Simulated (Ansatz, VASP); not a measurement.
## One calculation of TiB2, two programs

```
CELL_PARAMETERS angstrom
3.02920 0.00000 0.00000
-1.51460 2.62336 0.00000
0.00000 0.00000 3.22840
ATOMIC_POSITIONS crystal
Ti 0.00000 0.00000 0.00000
B 0.33003 0.66667 0.50000
B 0.66667 0.33333 0.50000
```

Alike in both runs: task single point; functional PBEsol; k mesh 11 × 11 × 9; no spin polarisation.

|  | VASP | Ansatz |
| --- | --- | --- |
| version | VASP 6.6.1 | Ansatz 0.2.0 |
| potentials or method | VASP PAW PBE potentials, release 64 (Ti_sv, B), cutoff 520 eV | plane waves, PAW |
| occupations | fermi-dirac, width 0.1 eV | fermi-dirac |
| valence electrons in the cell | 18 | 18 |

VASP gave:

* rms of the force components (eV/Å): 0.081

What did Ansatz give for the same quantities?

rms of the force components (eV/Å): 0.080.

VASP's potentials were made for PBE, not for PBEsol. Atom by atom the forces differ by 0.001 eV/Å (rms over components).
